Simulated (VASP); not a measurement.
# TiO2 (P2_1/c) in VASP: further runs

The runs below take TiO2 through single point, with PBE, LDA.

All numbers are computed with VASP 6.6.1; they aren't measurements. Logs are shortened: lines on timing, memory, paths and dates and some standing lists are left out, and cuts for length are marked.

## 1. The cell of the first run

The structure is monoclinic, space group P2_1/c (No. 14). Conventional cell: a = 4.861 Å, b = 4.921 Å, c = 5.042 Å, α = 90.00°, β = 99.95°, γ = 90.00°. Ti (site symmetry 1) has 7 O at 1.89 to 2.21 Å within 2.5 Å. Within 2.5 Å of O (site symmetry 1) lie 3 Ti at 1.89 to 2.03 Å and 2 O at 2.44 to 2.45 Å. O (site symmetry 1) has 4 Ti at 2.01 to 2.21 Å and 5 O at 2.44 to 2.60 Å within 2.7 Å.

## 2. Single point, PBE

INCAR

```
ALGO = Normal ; EDIFF = 1E-6
ENCUT = 520 ; GGA = PE
ISIF = 2 ; ISMEAR = -1
LASPH = T ; LCHARG = T
LELF = T ; LREAL = F
LVHAR = T ; LWAVE = F
NBANDS = 60 ; NELM = 80
PREC = Accurate ; SIGMA = 0.05
```

KPOINTS

```
k-points
0
Gamma
  5 5 5
```

POSCAR

```
TiO2
1.0
    4.8608267792      0.0000000000      0.0000000000
    0.0000000000      4.9206033046      0.0000000000
   -0.8715143032      0.0000000000      4.9665942755
Ti O
4 8
Direct
    0.2774352600      0.0528083600      0.2131482700
    0.7225647400      0.5528083600      0.2868517300
    0.7225647400      0.9471916400      0.7868517300
    0.2774352600      0.4471916400      0.7131482700
    0.0638382200      0.1769655200      0.8515567400
    0.9361617800      0.6769655200      0.6484432600
    0.9361617800      0.8230344800      0.1484432600
    0.0638382200      0.3230344800      0.3515567400
    0.4453609900      0.7576317400      0.4667718600
    0.5546390100      0.2576317400      0.0332281400
    0.5546390100      0.2423682600      0.5332281400
    0.4453609900      0.7423682600      0.9667718600
```

Potentials or basis: VASP PAW PBE potentials, release 64 (Ti_sv, O).

On the command line:

```bash
$ cat potpaw_PBE.64/Ti_sv/POTCAR potpaw_PBE.64/O/POTCAR > POTCAR
$ mpirun -np 1 vasp_std > vasp.out
```

OUTCAR:

```text
EDIFF = 1E-6
   ENCUT = 520
   GGA = PE
   ISIF = 2
   ISMEAR = -1
   LASPH = T
   LREAL = F
   NELM = 80
   PREC = Accurate

 ion  position               nearest neighbor table
   1  0.277  0.053  0.213-   8 1.89   7 1.99   9 2.01  10 2.02   5 2.03  11 2.13  12 2.21
   2  0.723  0.553  0.287-   7 1.89   8 1.99  10 2.01   9 2.02   6 2.03  12 2.13  11 2.21
   3  0.723  0.947  0.787-   6 1.89   5 1.99  11 2.01  12 2.02   7 2.03   9 2.13  10 2.21
   4  0.277  0.447  0.713-   5 1.89   6 1.99  12 2.01  11 2.02   8 2.03  10 2.13   9 2.21
   5  0.064  0.177  0.852-   4 1.89   3 1.99   1 2.03
   6  0.936  0.677  0.648-   3 1.89   4 1.99   2 2.03
   7  0.936  0.823  0.148-   2 1.89   1 1.99   3 2.03
   8  0.064  0.323  0.352-   1 1.89   2 1.99   4 2.03
   9  0.445  0.758  0.467-   1 2.01   2 2.02   3 2.13   4 2.21
  10  0.555  0.258  0.033-   2 2.01   1 2.02   4 2.13   3 2.21
  11  0.555  0.242  0.533-   3 2.01   4 2.02   1 2.13   2 2.21
  12  0.445  0.742  0.967-   4 2.01   3 2.02   2 2.13   1 2.21

  LATTYP: Found a simple monoclinic cell.
 ALAT       =     4.8608267792
 B/A-ratio  =     1.0122976045
 C/A-ratio  =     1.0373706715
 COS(beta)  =    -0.1728344886

  Lattice vectors:

 A1 = (   4.8608267792,   0.0000000000,   0.0000000000)
 A2 = (   0.0000000000,   4.9206033046,   0.0000000000)
 A3 = (  -0.8715143032,   0.0000000000,   4.9665942755)

Analysis of symmetry for initial positions (statically):
=====================================================================
 Subroutine PRICEL returns:
 Original cell was already a primitive cell.

 Routine SETGRP: Setting up the symmetry group for a
 simple monoclinic supercell.

 Subroutine GETGRP returns: Found  4 space group operations
 (whereof  2 operations were pure point group operations)
 out of a pool of  4 trial point group operations.

The static configuration has the point symmetry S_2 .
 The point group associated with its full space group is C_2h.

Analysis of symmetry for dynamics (positions and initial velocities):
=====================================================================
 Subroutine PRICEL returns:
 Original cell was already a primitive cell.

 Routine SETGRP: Setting up the symmetry group for a
 simple monoclinic supercell.

 Subroutine GETGRP returns: Found  4 space group operations
 (whereof  2 operations were pure point group operations)
[... 126 lines left out ...]
   NSW    =      0    number of steps for IOM
   IBRION =     -1    ionic relax: 0-MD 1-quasi-New 2-CG
   NFREE  =      0    steps in history (QN), initial steepest desc. (CG)
   ISIF   =      2    stress and relaxation
   ISYM   =      2    0-nonsym 1-usesym 2-fastsym
   POTIM  = 0.5000    time-step for ionic-motion
   TEBEG  =    0.0;   TEEND  =   0.0 temperature during run
   PSTRESS=    0.0 pullay stress
   NELECT =      96.0000    total number of electrons
   NUPDOWN=      -1.0000    fix difference up-down
   EMIN   =  10.00;   EMAX   =-10.00  energy-range for DOS
   EFERMI =   0.00;   METHOD = LEGACY
   ISMEAR =    -1;   SIGMA  =   0.05  broadening in eV -4-tet -1-fermi 0-gaus
   EFERMI_NEDOS =   21; number of points for ismear=-14 and -15
   IALGO  =     38    algorithm
   IMIX   =      4    mixing-type and parameters
     AMIX     =   0.40;   BMIX     =  1.00
     AMIX_MAG =   1.60;   BMIX_MAG =  1.00
  volume/ion in A,a.u.               =       9.90        66.80
  Fermi-wavevector in a.u.,A,eV,Ry     =   1.524882  2.881609 31.637144  2.325265
  Thomas-Fermi vector in A             =   2.633128
   LORBIT       =      0    0 simple, 1 ext, 2 COOP (PROOUT), +10 PAW based schemes
   GGA     = PE    functional components
   LHFCALC =     F    Hartree Fock is set to
   AEXX    =    0.0000 exact exchange contribution
   IVDW    =     0    specifies the selected vdW correction
   LEPSILON=     F    determine dielectric tensor
   LRPA    =     F    only Hartree local field effects (RPA)
 non-spin polarized calculation
  energy-cutoff  :      520.00
  volume of cell :      118.79
 maximum number of plane-waves:      3214
   NGX = 19   NGY = 19   NGZ = 19

 number of electron      95.9999979 magnetization

 Free energy of the ion-electron system (eV)
  ---------------------------------------------------
  ext. energy  EPLUGINS =         0.00000000
  ---------------------------------------------------
  free energy    TOTEN  =      -106.95686230 eV

  energy without entropy =     -106.95686230  energy(sigma->0) =     -106.95686230

 E-fermi :   6.5333     XC(G=0): -11.7522

 val. band max:        5.4754654491   @ k =   0.0000   0.0000   0.0000
 cond. band min:       7.7208268929   @ k =   0.4000   0.0000   0.2000
 fundamental gap:      2.2453614438
 Fermi energy:         6.5333363573

 k-point     1 :       0.0000    0.0000    0.0000
  band No.  band energies     occupation
      1     -51.3068      2.00000
      2     -51.2743      2.00000
      3     -51.2731      2.00000
      4     -51.2708      2.00000
      5     -27.7058      2.00000
      6     -27.6849      2.00000
[... 1501 lines left out ...]
     59       9.6148      0.00000
     60       9.7896      0.00000

 [... further k-points ...]
[... 5 lines left out ...]
  --------------------------------------------------------------------------------------
  -------------------------------------------------------------------------------------
  Total       -0.8562072     -0.9159972      1.4637937      0.0000000      0.0000000     -0.3888432
  in kB      -11.5478803    -12.3542833     19.7425506      0.0000000      0.0000000     -5.2444260
  external PRESSURE =      -1.3865377 kB  Pullay stress =       0.0000000 kB

 VOLUME and BASIS-vectors are now :
 -----------------------------------------------------------------------------
  energy-cutoff  :      520.00
  volume of cell :      118.79
      direct lattice vectors                 reciprocal lattice vectors
     4.860826779  0.000000000  0.000000000     0.205726319  0.000000000  0.036099874
     0.000000000  4.920603305  0.000000000     0.000000000  0.203227112  0.000000000
    -0.871514303  0.000000000  4.966594276     0.000000000  0.000000000  0.201345217

 POSITION                                       TOTAL-FORCE (eV/Angst)
 -----------------------------------------------------------------------------------
      1.16280      0.25985      1.05862        -0.092004      0.135172      0.056298
      3.26227      2.72015      1.42468         0.092004      0.135172     -0.056298
      2.82651      4.66075      3.90797         0.092004     -0.135172     -0.056298
      0.72705      2.20045      3.54192        -0.092004     -0.135172      0.056298
     -0.43184      0.87078      4.22934         0.060008      0.023242     -0.057025
      3.98539      3.33108      3.22055        -0.060008      0.023242      0.057025
      4.42115      4.04983      0.73726        -0.060008     -0.023242      0.057025
      0.00392      1.58952      1.74604         0.060008     -0.023242     -0.057025
      1.75802      3.72801      2.31827         0.078408      0.026541     -0.005865
      2.66705      1.26770      0.16503        -0.078408      0.026541      0.005865
      2.23129      1.19260      2.64833        -0.078408     -0.026541      0.005865
      1.32227      3.65290      4.80156         0.078408     -0.026541     -0.005865
 -----------------------------------------------------------------------------------
    total drift:                                0.000000      0.000000     -0.000000

  FREE ENERGIE OF THE ION-ELECTRON SYSTEM (eV)
  ---------------------------------------------------
  free  energy   TOTEN  =      -106.9568622953 eV

  energy  without entropy=     -106.9568622952  energy(sigma->0) =     -106.95686230
```

OSZICAR:

```text
N       E                     dE             d eps       ncg     rms          rms(c)
DAV:   1     0.152778517944E+04    0.15278E+04   -0.47488E+04  4688   0.194E+03
DAV:   2     0.183751602585E+03   -0.13440E+04   -0.12714E+04  4748   0.603E+02
DAV:   3    -0.119335661545E+03   -0.30309E+03   -0.29217E+03  5960   0.245E+02
DAV:   4    -0.141374292727E+03   -0.22039E+02   -0.21975E+02  6912   0.725E+01
DAV:   5    -0.142557943167E+03   -0.11837E+01   -0.11831E+01  7224   0.138E+01    0.431E+01
DAV:   6    -0.108622404348E+03    0.33936E+02   -0.21981E+02  6660   0.979E+01    0.185E+01
DAV:   7    -0.107642195293E+03    0.98021E+00   -0.43441E+01  6728   0.375E+01    0.111E+01
DAV:   8    -0.106990686013E+03    0.65151E+00   -0.58859E+00  6424   0.164E+01    0.455E+00
DAV:   9    -0.106955624738E+03    0.35061E-01   -0.93037E-01  6816   0.523E+00    0.160E+00
DAV:  10    -0.106960776783E+03   -0.51520E-02   -0.22928E-01  6116   0.326E+00    0.514E-01
DAV:  11    -0.106957261891E+03    0.35149E-02   -0.19295E-02  6492   0.926E-01    0.210E-01
DAV:  12    -0.106956945836E+03    0.31605E-03   -0.78444E-03  6488   0.501E-01    0.933E-02
DAV:  13    -0.106956848658E+03    0.97177E-04   -0.10948E-03  6920   0.180E-01    0.427E-02
DAV:  14    -0.106956863594E+03   -0.14936E-04   -0.17153E-04  5836   0.821E-02    0.253E-02
DAV:  15    -0.106956860957E+03    0.26376E-05   -0.72883E-05  6996   0.476E-02    0.710E-03
DAV:  16    -0.106956862543E+03   -0.15858E-05   -0.50850E-06  4788   0.128E-02    0.418E-03
DAV:  17    -0.106956862295E+03    0.24745E-06   -0.99776E-07  2832   0.599E-03
   1 F= -.10695686E+03 E0= -.10695686E+03  d E =-.835209E-10
```

stdout:

```text
POSCAR found type information on POSCAR TiO
 POSCAR found :  2 types and      12 ions
 scaLAPACK will be used
 LDA part: xc-table for (Slater+PW92), standard interpolation
 POSCAR, INCAR and KPOINTS ok, starting setup
 FFT: planning ... GRIDC
 FFT: planning ... GRID_SOFT
 FFT: planning ... GRID
 WAVECAR not read
 entering main loop
```

Run time: 2.8 min. Hardware: 1 thread of Intel Xeon 6975P-C (Granite Rapids), shared host; peak memory 0.34 GiB.

Results:

```
Free energy            : -106.9569 eV
Pressure               : -0.1 GPa
Largest force          : 0.173 eV/Å
Band gap on the k mesh : 2.25 eV, indirect (least direct gap 2.30 eV)
```

Forces in eV/Å, atoms in the order of the input:
```
Ti  -0.092  0.135  0.056
Ti   0.092  0.135 -0.056
Ti   0.092 -0.135 -0.056
Ti  -0.092 -0.135  0.056
O    0.060  0.023 -0.057
O   -0.060  0.023  0.057
O   -0.060 -0.023  0.057
O    0.060 -0.023 -0.057
O    0.078  0.027 -0.006
O   -0.078  0.027  0.006
O   -0.078 -0.027  0.006
O    0.078 -0.027 -0.006
```

Levels at points of the mesh, in eV from the valence-band top:
| k point | band 46 | band 47 | band 48 | band 49 | band 50 | band 51 |
| --- | --- | --- | --- | --- | --- | --- |
| (0.00, 0.00, 0.00) | -0.56 | -0.05 | 0.00 | 2.32 | 2.44 | 2.81 |

A k mesh can miss the band edges. A hybrid or GW would open this gap; PBE tends to underestimate it.

(Part 1 of 2 ends here.)
